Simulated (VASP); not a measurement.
A run of VASP 6.6.1 is set up as follows.

The input INCAR:

```
AGGAC = 1.0
AGGAX = 1.0
ALDAC = 0.0
ALDAX = 1.0
ALGO = Normal
EDIFF = 1E-6
ENCUT = 520
GGA = B5
ISIF = 2
ISMEAR = -1
IVDW = 13
LASPH = T
LCHARG = F
LREAL = F
LWAVE = F
NBANDS = 22
NELM = 100
PREC = Accurate
SIGMA = 0.05
VDW_A1 = 0.44488865
VDW_A2 = 4.0933009
VDW_S6 = 1.0
VDW_S8 = 2.34076671
```

The input KPOINTS:

```
k-points
0
Gamma
  7 7 3
```

File POSCAR:

```
Br
1.0
    3.3857452362     -2.1105791158      0.0000000000
    3.3857452362      2.1105791158      0.0000000000
    0.0000000000      0.0000000000      8.6065815496
Br
4
Direct
    0.3454320231      0.6545679769      0.3807996337
    0.1545679769      0.8454320231      0.8807996337
    0.6545679769      0.3454320231      0.6192003663
    0.8454320231      0.1545679769      0.1192003663
```

Potentials or basis: VASP PAW PBE potentials, release 64 (Br).

The run is started by

```bash
$ cat potpaw_PBE.64/Br/POTCAR > POTCAR
$ mpirun -np 1 vasp_std > vasp.out
```

(1) What does it give for the dispersion energy per atom?

(2) Predict the pressure.

(3) What does it give for the band gap on the k mesh?

(4) What does it give for the largest force?

Answers

(1) -0.487 eV.

(2) 0.1 GPa.

(3) 1.26 eV, indirect (least direct gap 1.33 eV).

(4) 0.020 eV/Å.

Caveat: the PAW data sets were made with another functional, which shifts forces and pressure a little.
